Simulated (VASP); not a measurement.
# Sb2Se3 (Pm-3m) in VASP: relaxation of cell and atoms with PBE

Aim: the relaxation of cell and atoms of Sb2Se3 with PBE.

Everything below comes from runs of VASP 6.6.1. Logs are shortened: lines on timing, memory, paths and dates and some standing lists are left out, and cuts for length are marked.

### Step 1. The cell of the first run

The structure is cubic, space group Pm-3m (No. 221). Conventional cell: a = 5.237 Å, b = 5.237 Å, c = 5.237 Å, α = 90.00°, β = 90.00°, γ = 90.00°. Sb (site symmetry m-3m) has 12 Se at 3.70 Å and 8 Sb at 4.54 Å within 4.9 Å. Sb (site symmetry m-3m) has 6 Se at 2.62 Å within 3.5 Å. Within 3.5 Å of Se (site symmetry 4/mmm) lie 2 Sb at 2.62 Å.

The cell was generated, and may not be a known phase.

### Step 2. Relaxation of cell and atoms, PBE

File INCAR:

```
SYSTEM = Sb2Se3
PREC = Accurate
ENCUT = 500
EDIFF = 1E-7
ISMEAR = 0
SIGMA = 0.15
LREAL = .False.
LASPH = .True.
NELM = 120
ALGO = Normal
ISIF = 3
LWAVE = .False.
LCHARG = .False.
GGA = PE
IBRION = 2
NSW = 36
EDIFFG = -0.08
GGA_COMPAT = .False.
NELMIN = 4
```

File KPOINTS:

```
regular mesh
0
Gamma
  2 2 2
  0 0 0
```

File POSCAR:

```
Sb2Se3
1.0
    5.2372187600      0.0000000000      0.0000000000
    0.0000000000      5.2372187600      0.0000000000
    0.0000000000      0.0000000000      5.2372187600
Sb Se
2 3
Direct
    0.5000000000      0.5000000000      0.5000000000
    0.0000000000      0.0000000000      0.0000000000
    0.5000000000      0.0000000000      0.0000000000
    0.0000000000      0.5000000000      0.0000000000
    0.0000000000      0.0000000000      0.5000000000
```

Potentials or basis: VASP PAW PBE potentials, release 64 (Sb, Se).

Run with:

```
> cat potpaw_PBE.64/Sb/POTCAR potpaw_PBE.64/Se/POTCAR > POTCAR
> mpirun -np 1 vasp_std > vasp.out
```

OUTCAR:

```text
SYSTEM = Sb2Se3
   PREC = Accurate
   ENCUT = 500
   EDIFF = 1E-7
   ISMEAR = 0
   LREAL = .False.
   LASPH = .True.
   NELM = 120
   ISIF = 3
   GGA = PE
   IBRION = 2
   NSW = 36
   EDIFFG = -0.08
   NELMIN = 4

 ion  position               nearest neighbor table
   1  0.500  0.500  0.500-
   2  0.000  0.000  0.000-   3 2.62   4 2.62   5 2.62   5 2.62   4 2.62   3 2.62
   3  0.500  0.000  0.000-   2 2.62   2 2.62
   4  0.000  0.500  0.000-   2 2.62   2 2.62
   5  0.000  0.000  0.500-   2 2.62   2 2.62

  LATTYP: Found a simple cubic cell.
 ALAT       =     5.2372187600

  Lattice vectors:

 A1 = (   5.2372187600,   0.0000000000,   0.0000000000)
 A2 = (   0.0000000000,   5.2372187600,   0.0000000000)
 A3 = (   0.0000000000,   0.0000000000,   5.2372187600)

Analysis of symmetry for initial positions (statically):
=====================================================================
 Subroutine PRICEL returns:
 Original cell was already a primitive cell.

 Routine SETGRP: Setting up the symmetry group for a
 simple cubic supercell.

 Subroutine GETGRP returns: Found 48 space group operations
 (whereof 48 operations were pure point group operations)
 out of a pool of 48 trial point group operations.

The static configuration has the point symmetry O_h .

Analysis of symmetry for dynamics (positions and initial velocities):
=====================================================================
 Subroutine PRICEL returns:
 Original cell was already a primitive cell.

 Routine SETGRP: Setting up the symmetry group for a
 simple cubic supercell.

 Subroutine GETGRP returns: Found 48 space group operations
 (whereof 48 operations were pure point group operations)
 out of a pool of 48 trial point group operations.

The dynamic configuration has the point symmetry O_h .

 Subroutine INISYM returns: Found 48 space group operations
 (whereof 48 operations are pure point group operations),
 and found     1 'primitive' translations

----------------------------------------------------------------------------------------

                                     Primitive cell

  volume of cell :     143.6488

  direct lattice vectors                    reciprocal lattice vectors
     5.237218760  0.000000000  0.000000000     0.190941041  0.000000000  0.000000000
     0.000000000  5.237218760  0.000000000     0.000000000  0.190941041  0.000000000
     0.000000000  0.000000000  5.237218760     0.000000000  0.000000000  0.190941041

  length of vectors
     5.237218760  5.237218760  5.237218760     0.190941041  0.190941041  0.190941041

  position of ions in fractional coordinates (direct lattice)
     0.500000000  0.500000000  0.500000000
     0.000000000  0.000000000  0.000000000
     0.500000000  0.000000000  0.000000000
     0.000000000  0.500000000  0.000000000
     0.000000000  0.000000000  0.500000000

  ion indices of the primitive-cell ions
   primitive index   ion index
                 1           1
                 2           2
                 3           3
                 4           4
                 5           5

----------------------------------------------------------------------------------------

 KPOINTS: regular mesh

Automatic generation of k-mesh.
 Grid dimensions read from file:
 generate k-points for:    2    2    2

 Generating k-lattice:

  Cartesian coordinates                     Fractional coordinates (reciprocal lattice)
     0.095470520  0.000000000  0.000000000     0.500000000  0.000000000  0.000000000
     0.000000000  0.095470520  0.000000000     0.000000000  0.500000000  0.000000000
     0.000000000  0.000000000  0.095470520     0.000000000  0.000000000  0.500000000

  Length of vectors
     0.095470520  0.095470520  0.095470520

  Shift w.r.t. Gamma in fractional coordinates (k-lattice)
     0.000000000  0.000000000  0.000000000

 Subroutine IBZKPT returns following result:
 ===========================================

 Found      4 irreducible k-points:

 Following reciprocal coordinates:
            Coordinates               Weight
  0.000000  0.000000  0.000000      1.000000
  0.500000  0.000000  0.000000      3.000000
  0.500000  0.500000  0.000000      3.000000
  0.500000  0.500000  0.500000      1.000000
   k-points           NKPTS =      4   k-points in BZ     NKDIM =      4   number of bands    NBANDS=     18
   number of dos      NEDOS =    301   number of ions     NIONS =      5
   total plane-waves  NPLWV =  64000
   dimension x,y,z NGX =    40 NGY =   40 NGZ =   40
   dimension x,y,z NGXF=    80 NGYF=   80 NGZF=   80
   ions per type =               2   3
   NGX,Y,Z   is equivalent  to a cutoff of  12.70, 12.70, 12.70 a.u.
   NGXF,Y,Z  is equivalent  to a cutoff of  25.39, 25.39, 25.39 a.u.
 SYSTEM =  Sb2Se3
   PREC   = accura    normal or accurate (medium, high low for compatibility)
   ISTART =      0    job   : 0-new  1-cont  2-samecut
   ICHARG =      2    charge: 1-file 2-atom 10-const
   ISPIN  =      1    spin polarized calculation?
   LNONCOLLINEAR =      F non collinear calculations
   LSORBIT =      F    spin-orbit coupling
   LASPH  =      T    aspherical Exc in radial PAW
   ENCUT  =  500.0 eV  36.75 Ry    6.06 a.u.   9.55  9.55  9.55*2*pi/ulx,y,z
   NELM   =    120;   NELMIN=  4; NELMDL= -5     # of ELM steps
   EDIFF  = 0.1E-06   stopping-criterion for ELM
   LREAL  =      F    real-space projection
   EDIFFG = -.8E-01   stopping-criterion for IOM
   NSW    =     36    number of steps for IOM
   IBRION =      2    ionic relax: 0-MD 1-quasi-New 2-CG
   NFREE  =      1    steps in history (QN), initial steepest desc. (CG)
   ISIF   =      3    stress and relaxation
   ISYM   =      2    0-nonsym 1-usesym 2-fastsym
   POTIM  = 0.5000    time-step for ionic-motion
   TEBEG  =    0.0;   TEEND  =   0.0 temperature during run
   PSTRESS=    0.0 pullay stress
   NELECT =      28.0000    total number of electrons
   NUPDOWN=      -1.0000    fix difference up-down
   EMIN   =  10.00;   EMAX   =-10.00  energy-range for DOS
   EFERMI =   0.00;   METHOD = LEGACY
   ISMEAR =     0;   SIGMA  =   0.15  broadening in eV -4-tet -1-fermi 0-gaus
   EFERMI_NEDOS =   21; number of points for ismear=-14 and -15
   IALGO  =     38    algorithm
   IMIX   =      4    mixing-type and parameters
     AMIX     =   0.40;   BMIX     =  1.00
     AMIX_MAG =   1.60;   BMIX_MAG =  1.00
  volume/ion in A,a.u.               =      28.73       193.88
  Fermi-wavevector in a.u.,A,eV,Ry     =   0.949205  1.793738 12.258721  0.900991
  Thomas-Fermi vector in A             =   2.077466
   LORBIT       =      0    0 simple, 1 ext, 2 COOP (PROOUT), +10 PAW based schemes
   GGA     = PE    functional components
   LHFCALC =     F    Hartree Fock is set to
   AEXX    =    0.0000 exact exchange contribution
   IVDW    =     0    specifies the selected vdW correction
   LEPSILON=     F    determine dielectric tensor
   LRPA    =     F    only Hartree local field effects (RPA)
 conjugate gradient relaxation of ions
 non-spin polarized calculation
 Gauss-broadening in eV      SIGMA  =   0.15
  energy-cutoff  :      500.00
  volume of cell :      143.65
 maximum number of plane-waves:      3743
 NGX is ok and might be reduce to    40
   NGX = 19   NGY = 19   NGZ = 19

 number of electron      28.0000000 magnetization

 Free energy of the ion-electron system (eV)
  ---------------------------------------------------
  ext. energy  EPLUGINS =         0.00000000
  ---------------------------------------------------
  free energy    TOTEN  =       -15.27848160 eV

  energy without entropy =      -15.14359975  energy(sigma->0) =      -15.21104068

 E-fermi :   4.3132     XC(G=0):  -9.1918

 val. band max:        4.2611360233   @ k =   0.5000   0.5000   0.5000
 cond. band min:       4.3566473885   @ k =   0.5000   0.5000   0.0000
 fundamental gap:      0.0955113652
 Fermi energy:         4.3132302369

 k-point     1 :       0.0000    0.0000    0.0000
  band No.  band energies     occupation
      1     -10.5619      2.00000
      2      -7.8726      2.00000
      3      -7.8726      2.00000
      4      -4.3581      2.00000
      5      -2.3697      2.00000
      6      -2.0038      2.00000
[... 10 lines left out ...]
     17       5.7881      0.00000
     18       8.6753      0.00000

 k-point     2 :       0.5000    0.0000    0.0000
  band No.  band energies     occupation
      1     -10.0670      2.00000
      2      -8.7059      2.00000
      3      -7.8580      2.00000
      4      -4.2945      2.00000
      5      -4.1069      2.00000
      6      -1.7747      2.00000
[... 10 lines left out ...]
     17       5.0773      0.00000
     18       5.9730      0.00000

 k-point     3 :       0.5000    0.5000    0.0000
  band No.  band energies     occupation
      1      -9.4226      2.00000
      2      -8.6466      2.00000
      3      -8.6466      2.00000
      4      -5.4095      2.00000
      5      -4.4146      2.00000
      6      -1.5783      2.00000
[... 10 lines left out ...]
     17       5.3215      0.00000
     18       6.1408      0.00000

 k-point     4 :       0.5000    0.5000    0.5000
  band No.  band energies     occupation
      1      -8.6120      2.00000
      2      -8.6120      2.00000
      3      -8.6120      2.00000
      4      -7.5334      2.00000
      5      -4.2426      2.00000
      6       0.2148      2.00000
[... 10 lines left out ...]
     17       5.8133      0.00000
     18       5.8133      0.00000

------------------------ aborting loop because EDIFF is reached ----------------------------------------

  FORCE on cell =-STRESS in cart. coord.  units (eV):
  Direction    XX          YY          ZZ          XY          YZ          ZX
  --------------------------------------------------------------------------------------
  -------------------------------------------------------------------------------------
  Total        0.3632801      0.3632801      0.3632801     -0.0000000      0.0000000     -0.0000000
  in kB        4.0518189      4.0518189      4.0518189     -0.0000000      0.0000000     -0.0000000
  external PRESSURE =       4.0518189 kB  Pullay stress =       0.0000000 kB

 VOLUME and BASIS-vectors are now :
 -----------------------------------------------------------------------------
  energy-cutoff  :      500.00
  volume of cell :      143.65
      direct lattice vectors                 reciprocal lattice vectors
     5.237218760  0.000000000  0.000000000     0.190941041  0.000000000  0.000000000
     0.000000000  5.237218760  0.000000000     0.000000000  0.190941041  0.000000000
     0.000000000  0.000000000  5.237218760     0.000000000  0.000000000  0.190941041

 POSITION                                       TOTAL-FORCE (eV/Angst)
 -----------------------------------------------------------------------------------
      2.61861      2.61861      2.61861         0.000000      0.000000      0.000000
      0.00000      0.00000      0.00000         0.000000      0.000000      0.000000
      2.61861      0.00000      0.00000         0.000000      0.000000      0.000000
      0.00000      2.61861      0.00000         0.000000      0.000000      0.000000
      0.00000      0.00000      2.61861         0.000000      0.000000      0.000000
 -----------------------------------------------------------------------------------
    total drift:                                0.000000      0.000000     -0.000000

  FREE ENERGIE OF THE ION-ELECTRON SYSTEM (eV)
  ---------------------------------------------------
  free  energy   TOTEN  =       -15.2784815986 eV

  energy  without entropy=      -15.1435997518  energy(sigma->0) =      -15.21104068

 reached required accuracy - stopping structural energy minimisation
```

Run time: 15 s. Hardware: 1 thread of Intel Xeon Platinum 8559C (Emerald Rapids), shared host; peak memory 0.23 GiB.

Results:

```yaml
Free_energy: -15.2785 eV
Pressure_after_relaxing: 0.4 GPa
Band_gap_on_the_k_mesh: zero (bands 14 and 15 overlap by 0.07 eV)
```

Final structure:
```xyz
5
Lattice="5.2372 0.0000 0.0000 0.0000 5.2372 0.0000 0.0000 0.0000 5.2372" Properties=species:S:1:pos:R:3 pbc="T T T"
Sb    2.6186    2.6186    2.6186
Sb    0.0000    0.0000    0.0000
Se    2.6186    0.0000    0.0000
Se    0.0000    2.6186    0.0000
Se    0.0000    0.0000    2.6186
```

Levels at points of the mesh, in eV from the Fermi level:
```csv
k point,band 10,band 11,band 12,band 13,band 14,band 15,band 16,band 17,band 18
"(0.00, 0.00, 0.00)",-1.97,-1.97,-1.27,-1.27,-1.27,1.47,1.47,1.47,4.36
"(0.50, 0.00, 0.00)",-2.34,-1.69,-1.26,-1.26,-1.00,0.19,0.76,0.76,1.66
"(0.50, 0.50, 0.00)",-1.99,-1.99,-1.91,-0.41,-0.08,0.04,0.04,1.01,1.83
"(0.50, 0.50, 0.50)",-1.88,-0.05,-0.05,-0.05,0.11,0.11,0.11,1.50,1.50
```

Caveat: the k points lie up to 0.60 Å⁻¹ apart in the final cell; the relaxation stopped at its first step, so nothing moved; semilocal functionals underestimate gaps, and a narrow one can read as zero; spin-orbit coupling is left out, which moves the levels of the heavy elements.

The gap in the log of VASP goes by the Fermi energy; the results here count the filled bands.